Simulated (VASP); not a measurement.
# TaC5 (C222) in VASP: a series of runs

TaC5 is run at these levels: PBE; tasks: single point.

All numbers are computed with VASP 6.6.1; they aren't measurements. Logs are shortened: lines on timing, memory, paths and dates and some standing lists are left out, and cuts for length are marked.

### 1 The cell of the first run

Symmetry: C222, No. 21, orthorhombic system. The conventional cell has a = 4.565 Å, b = 8.311 Å, c = 3.279 Å, α = 90.00°, β = 90.00°, γ = 90.00°. Within 3.0 Å of Ta (site symmetry 222) lie 12 C at 2.28 to 2.77 Å. C (site symmetry 2) has 3 C at 1.38 to 1.42 Å within 1.8 Å. Within 1.9 Å of C (site symmetry 2) lie 2 C at 1.42 Å. C (site symmetry 222) has 2 C at 1.38 Å within 1.8 Å.

The cell was generated, and may not be a known phase.

### 2 Single point, PBE

INCAR reads:

```
PREC = Accurate ; ENCUT = 520
EDIFF = 1E-7 ; ISMEAR = 0
SIGMA = 0.1 ; LREAL = F
LASPH = T ; NELM = 60
ALGO = Normal ; ISIF = 2
LWAVE = F ; LCHARG = T
GGA = PE ; LELF = T
LVHAR = T ; NBANDS = 24
```

KPOINTS reads:

```
Automatic mesh
0
Gamma
  4 4 4
```

POSCAR reads:

```
TaC5
1.0
    2.2827092847     -4.1554983357      0.0000000000
    2.2827092847      4.1554983357      0.0000000000
    0.0000000000      0.0000000000      3.2790351984
Ta C
1 5
Direct
    0.5000000000      0.5000000000      0.0000000000
    0.8336876352      0.1663123648      0.0000000000
    0.1663123648      0.8336876352      0.0000000000
    0.0000000000      0.5000000000      0.1423946629
    0.5000000000      0.0000000000      0.8576053371
    0.0000000000      0.0000000000      0.0000000000
```

Potentials or basis: VASP PAW PBE potentials, release 64 (Ta_pv, C).

Run with:

```console
> cat potpaw_PBE.64/Ta_pv/POTCAR potpaw_PBE.64/C/POTCAR > POTCAR
> mpirun -np 1 vasp_std > vasp.out
```

OUTCAR:

```text
PREC = Accurate
   ENCUT = 520
   EDIFF = 1E-7
   ISMEAR = 0
   LREAL = F
   LASPH = T
   NELM = 60
   ISIF = 2
   GGA = PE

 ion  position               nearest neighbor table
   1  0.500  0.500  0.000-   6 2.28   6 2.28   4 2.42   5 2.42   4 2.42   5 2.42   2 2.67   2 2.67
                             3 2.67   3 2.67   2 2.77   3 2.77
   2  0.834  0.166  0.000-   6 1.38   5 1.42   4 1.42   1 2.67   1 2.67   1 2.77
   3  0.166  0.834  0.000-   6 1.38   5 1.42   4 1.42   1 2.67   1 2.67   1 2.77
   4  0.000  0.500  0.142-   2 1.42   3 1.42   1 2.42   1 2.42
   5  0.500  0.000  0.858-   2 1.42   3 1.42   1 2.42   1 2.42
   6  0.000  0.000  0.000-   2 1.38   3 1.38   1 2.28   1 2.28

  LATTYP: Found a base centered orthorhombic cell.
 ALAT       =     4.5654185694
 B/A-ratio  =     1.8204238111
 C/A-ratio  =     0.7182332022

  Lattice vectors:

 A1 = (   2.2827092847,  -4.1554983357,   0.0000000000)
 A2 = (   2.2827092847,   4.1554983357,   0.0000000000)
 A3 = (   0.0000000000,   0.0000000000,   3.2790351984)

Analysis of symmetry for initial positions (statically):
=====================================================================
 Subroutine PRICEL returns:
 Original cell was already a primitive cell.

 Routine SETGRP: Setting up the symmetry group for a
 base centered orthorhombic supercell.

 Subroutine GETGRP returns: Found  4 space group operations
 (whereof  4 operations were pure point group operations)
 out of a pool of  8 trial point group operations.

The static configuration has the point symmetry D_2 .

Analysis of symmetry for dynamics (positions and initial velocities):
=====================================================================
 Subroutine PRICEL returns:
 Original cell was already a primitive cell.

 Routine SETGRP: Setting up the symmetry group for a
 base centered orthorhombic supercell.

 Subroutine GETGRP returns: Found  4 space group operations
 (whereof  4 operations were pure point group operations)
 out of a pool of  8 trial point group operations.

The dynamic configuration has the point symmetry D_2 .

 Subroutine INISYM returns: Found  4 space group operations
 (whereof  4 operations are pure point group operations),
 and found     1 'primitive' translations

----------------------------------------------------------------------------------------

                                     Primitive cell

  volume of cell :      62.2085
[... 94 lines left out ...]
   LREAL  =      F    real-space projection
   EDIFFG = 0.1E-05   stopping-criterion for IOM
   NSW    =      0    number of steps for IOM
   IBRION =     -1    ionic relax: 0-MD 1-quasi-New 2-CG
   NFREE  =      0    steps in history (QN), initial steepest desc. (CG)
   ISIF   =      2    stress and relaxation
   ISYM   =      2    0-nonsym 1-usesym 2-fastsym
   POTIM  = 0.5000    time-step for ionic-motion
   TEBEG  =    0.0;   TEEND  =   0.0 temperature during run
   PSTRESS=    0.0 pullay stress
   NELECT =      31.0000    total number of electrons
   NUPDOWN=      -1.0000    fix difference up-down
   EMIN   =  10.00;   EMAX   =-10.00  energy-range for DOS
   EFERMI =   0.00;   METHOD = LEGACY
   ISMEAR =     0;   SIGMA  =   0.10  broadening in eV -4-tet -1-fermi 0-gaus
   EFERMI_NEDOS =   21; number of points for ismear=-14 and -15
   IALGO  =     38    algorithm
   IMIX   =      4    mixing-type and parameters
     AMIX     =   0.40;   BMIX     =  1.00
     AMIX_MAG =   1.60;   BMIX_MAG =  1.00
  volume/ion in A,a.u.               =      10.37        69.97
  Fermi-wavevector in a.u.,A,eV,Ry     =   1.297913  2.452699 22.920065  1.684577
  Thomas-Fermi vector in A             =   2.429275
   LORBIT       =      0    0 simple, 1 ext, 2 COOP (PROOUT), +10 PAW based schemes
   GGA     = PE    functional components
   LHFCALC =     F    Hartree Fock is set to
   AEXX    =    0.0000 exact exchange contribution
   IVDW    =     0    specifies the selected vdW correction
   LEPSILON=     F    determine dielectric tensor
   LRPA    =     F    only Hartree local field effects (RPA)
 non-spin polarized calculation
 Gauss-broadening in eV      SIGMA  =   0.10
  energy-cutoff  :      520.00
  volume of cell :       62.21
 maximum number of plane-waves:      1696
   NGX = 17   NGY = 17   NGZ = 13

 number of electron      31.0000006 magnetization

 Free energy of the ion-electron system (eV)
  ---------------------------------------------------
  ext. energy  EPLUGINS =         0.00000000
  ---------------------------------------------------
  free energy    TOTEN  =       -50.00429052 eV

  energy without entropy =      -49.98493481  energy(sigma->0) =      -49.99461267

 E-fermi :   5.2758     XC(G=0): -11.2348

 val. band max:        5.2527438613   @ k =   0.2500   0.2500   0.2500
 cond. band min:       5.3076651120   @ k =   0.0000   0.0000   0.0000
 fundamental gap:      0.0549212508
 Fermi energy:         5.2758001616

 k-point     1 :       0.0000    0.0000    0.0000
  band No.  band energies     occupation
      1     -30.2723      2.00000
      2     -30.2631      2.00000
      3     -29.9897      2.00000
      4     -13.4068      2.00000
      5      -9.5059      2.00000
      6      -7.7942      2.00000
[... 556 lines left out ...]
     23      12.3272      0.00000
     24      13.4902      0.00000

------------------------ aborting loop because EDIFF is reached ----------------------------------------

  FORCE on cell =-STRESS in cart. coord.  units (eV):
  Direction    XX          YY          ZZ          XY          YZ          ZX
  --------------------------------------------------------------------------------------
  -------------------------------------------------------------------------------------
  Total        0.2160755      0.1849364     -0.0274524      0.0000000      0.0000000      0.0000000
  in kB        5.5650142      4.7630277     -0.7070346      0.0000000      0.0000000      0.0000000
  external PRESSURE =       3.2070024 kB  Pullay stress =       0.0000000 kB

 VOLUME and BASIS-vectors are now :
 -----------------------------------------------------------------------------
  energy-cutoff  :      520.00
  volume of cell :       62.21
      direct lattice vectors                 reciprocal lattice vectors
     2.282709285 -4.155498336  0.000000000     0.219037967 -0.120322512  0.000000000
     2.282709285  4.155498336  0.000000000     0.219037967  0.120322512  0.000000000
     0.000000000  0.000000000  3.279035198     0.000000000  0.000000000  0.304967754

 POSITION                                       TOTAL-FORCE (eV/Angst)
 -----------------------------------------------------------------------------------
      2.28271      0.00000      0.00000         0.000000      0.000000      0.000000
      2.28271     -2.77328      0.00000         0.000000     -0.028473      0.000000
      2.28271      2.77328      0.00000         0.000000      0.028473      0.000000
      1.14135      2.07775      0.46692         0.000000      0.000000      0.024196
      1.14135     -2.07775      2.81212         0.000000      0.000000     -0.024196
      0.00000      0.00000      0.00000         0.000000      0.000000      0.000000
 -----------------------------------------------------------------------------------
    total drift:                                0.000000     -0.000000     -0.000000

  FREE ENERGIE OF THE ION-ELECTRON SYSTEM (eV)
  ---------------------------------------------------
  free  energy   TOTEN  =       -50.0042905238 eV

  energy  without entropy=      -49.9849348129  energy(sigma->0) =      -49.99461267
```

stdout:

```text
POSCAR found type information on POSCAR TaC
 POSCAR found :  2 types and       6 ions
 scaLAPACK will be used
 LDA part: xc-table for (Slater+PW92), standard interpolation
 POSCAR, INCAR and KPOINTS ok, starting setup
 FFT: planning ... GRIDC
 FFT: planning ... GRID_SOFT
 FFT: planning ... GRID
 WAVECAR not read
 entering main loop
```

Run time: 14 s. Hardware: 1 thread of Intel Xeon 6975P-C (Granite Rapids), shared host; peak memory 0.19 GiB.

Results:

```
Free energy            : -50.0043 eV
Pressure               : 0.3 GPa
Largest force          : 0.028 eV/Å
Band gap on the k mesh : zero (an odd number of electrons rules out a gap without spin polarisation)
```

Forces in eV/Å, atoms in the order of the input:
```
Ta   0.000  0.000  0.000
C    0.000 -0.028  0.000
C    0.000  0.028  0.000
C    0.000  0.000  0.024
C    0.000  0.000 -0.024
C    0.000  0.000  0.000
```

Stress tensor (GPa, compression positive):
```
 0.56  0.00  0.00
 0.00  0.48  0.00
 0.00  0.00 -0.07
```

Levels at points of the mesh, in eV from the Fermi level:
| k point | band 14 | band 15 | band 16 | band 17 | band 18 | band 19 |
| --- | --- | --- | --- | --- | --- | --- |
| (0.00, 0.00, 0.00) | 0.03 | 0.08 | 0.43 | 1.54 | 1.62 | 1.84 |
| (0.50, 0.00, 0.00) | -2.04 | -1.64 | -0.33 | 1.35 | 2.15 | 2.31 |
| (0.50, 0.50, 0.00) | -1.41 | -1.40 | -1.15 | 1.55 | 2.18 | 2.22 |
| (0.00, 0.00, 0.50) | -1.58 | -1.48 | 0.47 | 1.63 | 1.72 | 2.02 |
| (0.50, 0.00, 0.50) | -2.32 | -0.16 | 0.67 | 1.04 | 1.78 | 2.05 |
| (0.50, 0.50, 0.50) | -2.18 | -1.15 | 0.69 | 1.14 | 2.31 | 2.33 |

Caveat: the k points lie up to 0.48 Å⁻¹ apart, too coarse for converged energies and pressures of a metal; spin-orbit coupling is left out, which moves the levels of the heavy elements.

### 3 Single point, PBE

This run uses another cell than the first one, of 10.18 Å³/atom.

INCAR reads:

```
SYSTEM = TaC5
PREC = Accurate
ENCUT = 520
EDIFF = 1E-6
ISMEAR = 0
SIGMA = 0.1
LREAL = .False.
LASPH = .True.
NELM = 100
ALGO = Normal
ISIF = 2
LWAVE = .False.
LCHARG = .True.
GGA = PE
LELF = .True.
LVHAR = .True.
NBANDS = 24
```

KPOINTS reads:

```
Automatic mesh
0
Gamma
  4 4 6
  0 0 0
```

POSCAR reads:

```
TaC5
1.0
    2.2792521653     -4.1612350708      0.0000000000
    2.2792521653      4.1612350708      0.0000000000
    0.0000000000      0.0000000000      3.2206695634
Ta C
1 5
Direct
    0.5000000000      0.5000000000      0.0000000000
    0.8337762793      0.1662237207      0.0000000000
    0.1662237207      0.8337762793      0.0000000000
    0.0000000000      0.5000000000      0.1453063034
    0.5000000000      0.0000000000      0.8546936966
    0.0000000000      0.0000000000      0.0000000000
```

Potentials or basis: VASP PAW PBE potentials, release 64 (Ta_pv, C).

Run with:

```console
> cat potpaw_PBE.64/Ta_pv/POTCAR potpaw_PBE.64/C/POTCAR > POTCAR
> mpirun -np 1 vasp_std > vasp.out
```

It took 17 s on 1 thread of Intel Xeon 6975P-C (Granite Rapids), shared host; peak memory 0.19 GiB.

The run converged. Its results:

| Quantity | Value |
| --- | --- |
| Free energy | -50.0848 eV |
| Pressure | 0.4 GPa |
| Largest force | 0.024 eV/Å |
| Band gap on the k mesh | zero (an odd number of electrons rules out a gap without spin polarisation) |

Forces in eV/Å, atoms in the order of the input:
```
Ta   0.000  0.000  0.000
C    0.000  0.024  0.000
C    0.000 -0.024  0.000
C    0.000  0.000  0.004
C    0.000  0.000 -0.004
C    0.000  0.000  0.000
```

Stress tensor (GPa, compression positive):
```
 0.47  0.00  0.00
 0.00  0.81  0.00
 0.00  0.00 -0.13
```

Levels at points of the mesh, in eV from the Fermi level:
```tsv
k point	band 11	band 12	band 13	band 14	band 15	band 16	band 17	band 18	band 19	band 20
(0.00, 0.00, 0.00)	-3.52	-2.76	-1.39	-0.04	0.11	0.52	1.49	1.58	1.79	1.93
(0.50, 0.00, 0.00)	-4.40	-3.26	-2.26	-2.02	-1.70	-0.31	1.29	2.12	2.29	2.78
(0.50, 0.50, 0.00)	-4.43	-3.75	-2.46	-1.43	-1.35	-1.10	1.52	2.14	2.20	3.56
(0.00, 0.00, 0.50)	-3.65	-2.07	-1.91	-1.64	-1.59	0.39	1.62	1.69	2.00	2.24
(0.50, 0.00, 0.50)	-6.29	-3.77	-2.91	-2.34	-0.15	0.48	0.95	1.65	2.02	4.03
(0.50, 0.50, 0.50)	-5.18	-3.82	-2.94	-2.21	-1.14	0.49	1.00	2.26	2.32	4.38
```

Caveat: the k points lie up to 0.39 Å⁻¹ apart, too coarse for converged energies and pressures of a metal; spin-orbit coupling is left out, which moves the levels of the heavy elements.

The gap in the log of VASP goes by the Fermi energy; the results here count the filled bands.